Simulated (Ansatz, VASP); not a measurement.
One calculation of SiF, two programs

INCAR

```
PREC = Accurate
ENCUT = 520
EDIFF = 1E-7
ISMEAR = -1
SIGMA = 0.05
LREAL = False
LASPH = True
NELM = 80
ALGO = Normal
ISIF = 2
LWAVE = False
LCHARG = False
GGA = PE
NBANDS = 12
```

File KPOINTS:

```
regular mesh
0
Gamma
  12 12 12
```

The input POSCAR:

```
SiF
1.0
    1.3474651590      0.7779582949      3.9241273749
   -1.3474651590      0.7779582949      3.9241273749
    0.0000000000     -1.5559165897      3.9241273749
Si F
1 1
Direct
    0.5000000000      0.5000000000      0.5000000000
    0.0000000000      0.0000000000      0.0000000000
```

input.yaml

```yaml
crystal:
  lattice:
    - [1.347465159, 0.7779582949, 3.9241273749]
    - [-1.347465159, 0.7779582949, 3.9241273749]
    - [0.0, -1.5559165897, 3.9241273749]
  atoms:
    - { symbol: Si, position: [0.5, 0.5, 0.5] }
    - { symbol: F, position: [0.0, 0.0, 0.0] }
hamiltonian:
  xc: pbe
  pseudopotentials: { kind: paw, azcp: { folder: soft_1 } }
kpoints:
  mp_grid: { grid: [12, 12, 12] }
scf:
  occupations: { method: fermi_dirac, width: 0.05 }
output:
  forces: true
  stress: true
  eigenvalues: true
  write_density: true
  write_potential: true
  elf: true
  volumetric_format: npy
```

Alike in both runs: task single point; functional PBE; k mesh 12 × 12 × 12; occupations fermi-dirac, width 0.05 eV; no spin polarisation.

|  | VASP | Ansatz |
| --- | --- | --- |
| version | VASP 6.6.1 | Ansatz 0.2.0 |
| potentials or method | VASP PAW PBE potentials, release 64 (Si, F) | Ansatz PAW soft_1 |
| plane-wave cutoff (eV) | 520 | 420 |
| valence electrons in the cell | 11 | 11 |

```csv
,VASP,Ansatz,Ansatz less VASP
gap on the k mesh at the Fermi level (eV),none,none,-
pressure (GPa),-1.6,-1.5,+0.19
"traceless stress, the component that is largest in VASP (GPa)",-1.26,-1.29,-0.032
```

A gap of «none» marks a metal or a gap that the smearing closes.
